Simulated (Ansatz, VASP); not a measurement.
**BC5: VASP beside Ansatz**

INCAR

```
ALGO = Normal
EDIFF = 1E-6
EDIFFG = -0.04
ENCUT = 600
GGA = PE
IBRION = 2
ISIF = 3
ISMEAR = 0
LASPH = T
LCHARG = F
LREAL = F
LWAVE = F
NELM = 100
NSW = 90
PREC = Accurate
SIGMA = 0.1
```

The input KPOINTS:

```
k-points
0
Gamma
  6 6 4
```

Contents of POSCAR:

```
BC5
1.0
    4.6938878300      0.0000000000      0.0000000000
   -2.3469439200      4.0650261000      0.0000000000
    0.0000000000      0.0000000000      3.9222412600
B C
1 5
Direct
    0.0000000000      0.0000000000      0.0000000000
    0.5000000000      0.0000000000      0.5000000000
    0.5000000000      0.5000000000      0.5000000000
    0.0000000000      0.5000000000      0.5000000000
    0.3333333300      0.6666666700      0.0000000000
    0.6666666700      0.3333333300      0.0000000000
```

Input for Ansatz:

```yaml
crystal:
  lattice:
    - [4.69388783, 0.0, 0.0]
    - [-2.34694392, 4.0650261, 0.0]
    - [0.0, 0.0, 3.92224126]
  atoms:
    - { symbol: B, position: [0.0, 0.0, 0.0] }
    - { symbol: C, position: [0.5, 0.0, 0.5] }
    - { symbol: C, position: [0.5, 0.5, 0.5] }
    - { symbol: C, position: [0.0, 0.5, 0.5] }
    - { symbol: C, position: [0.33333333, 0.66666667, 0.0] }
    - { symbol: C, position: [0.66666667, 0.33333333, 0.0] }
basis:
  ecutwfc: 420
kpoints:
  mp_grid: { grid: [6, 6, 4] }
hamiltonian:
  xc: pbe
scf:
  occupations: { method: gaussian, width: 0.1 }
  lower_state_search: "off"
output:
  forces: true
  stress: true
  eigenvalues: true
relax:
  adjacent_minimum: "off"
  f_tol: 0.04
  max_steps: 70
  cell: { stress_tol: 0.4 }
```

Change from the starting cell: species swapped into the TbRh5 type (P6/mmm, No. 191).

Alike in both runs: task relaxation of cell and atoms; functional PBE; k mesh 6 × 6 × 4; occupations gaussian, width 0.1 eV; no spin polarisation.

|  | VASP | Ansatz |
| --- | --- | --- |
| version | VASP 6.6.1 | Ansatz 0.2.0 |
| potentials or method | VASP PAW PBE potentials, release 64 (B, C), cutoff 600 eV | scalar-relativistic, plane waves, PAW |
| valence electrons in the cell | 23 | 23 |

Ansatz gave:

```
gap on the k mesh at the Fermi level, each at its own relaxed structure (eV) : none
relaxed volume (Å³/atom)                                                     : 10.52
relaxed cell length with the largest relative difference (Å)                 : 7.785
```

What did VASP give for the same quantities?

gap on the k mesh at the Fermi level, each at its own relaxed structure (eV): none; relaxed volume (Å³/atom): 8.00; relaxed cell length with the largest relative difference (Å): 5.869.

A gap of «none» marks a metal or a gap that the smearing closes. One of these differences is far larger than is usual between the two programs; its cause wasn't traced.

The k mesh is coarse, so the values compare programs but aren't converged. Noted on VASP's run: the volume moved by over 15 % at a fixed basis, so the end points are rough.
